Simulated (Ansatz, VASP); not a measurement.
**B in VASP and in Ansatz**

```
B
1.0
     1.86827    0.00000    0.00000
     0.00000    1.86827    0.00000
     0.00000    0.00000    1.86827
B
1
Cartesian
  0.0000 0.0000 0.0000
```

Alike in both runs: task single point; functional RPBE; k mesh 18 × 18 × 18; occupations fermi-dirac, width 0.1 eV; no spin polarisation.

|  | VASP | Ansatz |
| --- | --- | --- |
| version | VASP 6.6.1 | Ansatz 0.2.0 |
| potentials or method | VASP PAW PBE potentials, release 64 (B), cutoff 500 eV | plane waves (420 eV) with PAW, scalar-relativistic |
| valence electrons in the cell | 3 | 3 |

```tsv
	VASP	Ansatz	Ansatz less VASP
pressure (GPa)	10.7	10.7	+0.06
```

VASP's potentials were made for PBE, not for RPBE. The functional is the same, so the differences come from potentials, cutoffs and numerics.
